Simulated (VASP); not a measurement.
The system is YRh.

```
Y Rh
1.0
     3.40700    0.00000    0.00000
     0.00000    3.40700    0.00000
     0.00000    0.00000    3.40700
Y Rh
1 1
Direct
  0.50000 0.50000 0.50000
  0.00000 0.00000 0.00000
```

* Program: VASP 6.6.1
* Task: relaxation of cell and atoms
* Functional: LDA
* Potentials or basis: VASP PAW LDA potentials, release 64 (Y_sv, Rh_pv)
* Cutoff: 600 eV
* k mesh: 8 × 8 × 8
* Occupations: fermi-dirac, width 0.1 eV
* Spin: no spin polarisation

At the start: pressure -5.6 GPa; volume 19.77 Å³/atom.

Q: How do energy, volume and symmetry change on relaxing?

A: Over 3 steps the energy falls by 16.7 meV/atom and the volume is 18.87 Å³/atom (-4.6 %); space group Pm-3m (No. 221, to 0.1 Å) before and after.

The path:
```tsv
step	energy change (eV)	largest force (eV/Å)	pressure (GPa)	volume (Å³)
1	0.0000	0.0000	-5.63	39.55
2	0.0151	0.0000	8.10	35.70
3	-0.0334	0.0000	-0.08	37.74
```

Final structure:
```cif
data_structure
_symmetry_space_group_name_H-M 'P 1'
_symmetry_Int_Tables_number 1
_cell_length_a 3.3543
_cell_length_b 3.3543
_cell_length_c 3.3543
_cell_angle_alpha 90.000
_cell_angle_beta 90.000
_cell_angle_gamma 90.000
_cell_volume 37.74
loop_
_atom_site_label
_atom_site_type_symbol
_atom_site_fract_x
_atom_site_fract_y
_atom_site_fract_z
_atom_site_occupancy
Y1 Y 0.50000 0.50000 0.50000 1
Rh1 Rh 0.00000 0.00000 0.00000 1
```
